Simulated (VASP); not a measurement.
# ZnS: relaxation of cell and atoms with PBEsol+D3(BJ)

ZnS:

```
CELL_PARAMETERS angstrom
0.00000 2.70200 2.70200
2.70200 0.00000 2.70200
2.70200 2.70200 0.00000
ATOMIC_POSITIONS crystal
Zn 0.75000 0.75000 0.75000
S 0.00000 0.00000 0.00000
```

| Property | Result |
| --- | --- |
| Program | VASP 6.6.1 |
| Task | relaxation of cell and atoms |
| Functional | PBEsol |
| Dispersion | D3(BJ) |
| Potentials or basis | VASP PAW PBE potentials, release 64 (Zn, S) |
| Cutoff | 600 eV |
| k mesh | 9 × 9 × 9 |
| Occupations | fermi-dirac, width 0.05 eV |
| Spin | no spin polarisation |
| Dipole correction | no |
| Further INCAR settings | ALGO = Normal; EDIFF = 1e-06; IBRION = 2; EDIFFG = -0.005; NSW = 80; ISIF = 3 |

The relaxed volume is 18.74 Å³/atom. The relaxed cell is a = 3.756 Å, b = 3.756 Å, c = 3.756 Å, α = 60.00°, β = 60.00°, γ = 60.00° and the space group after relaxing (to 0.05 Å) is F-43m (No. 216). The energy gained by relaxing is 12.5 meV/atom, the ionic steps are 3 and the pressure after relaxing is 0.0 GPa. The band gap on the k mesh is 2.20 eV, direct and the dispersion energy per atom is -0.273 eV.

Step by step:
```csv
step,energy change (eV),largest force (eV/Å),pressure (GPa),volume (Å³)
1,0.0000,0.0000,-3.82,39.45
2,-0.0221,0.0000,1.66,36.83
3,-0.0251,0.0000,0.01,37.47
```

Final structure:
```yaml
crystal:
  lattice:
    - [0.00000, 2.65601, 2.65601]
    - [2.65601, 0.00000, 2.65601]
    - [2.65601, 2.65601, 0.00000]
  atoms:
    - { symbol: Zn, position: [0.75000, 0.75000, 0.75000] }
    - { symbol: S, position: [0.00000, 0.00000, 0.00000] }
```

Levels at points of the mesh, in eV from the valence-band top:
| k point | band 7 | band 8 | band 9 | band 10 | band 11 | band 12 |
| --- | --- | --- | --- | --- | --- | --- |
| (0.00, 0.00, 0.00) | 0.00 | 0.00 | 0.00 | 2.20 | 6.27 | 6.27 |

Wall time 58 s on 1 thread of Intel Xeon 8259CL, on a shared host, peak memory 0.2 GiB.

Caveat: the PAW data sets were made with another functional, which shifts forces and pressure a little. PBEsol gaps usually lie below the measured ones, often by a third to a half.
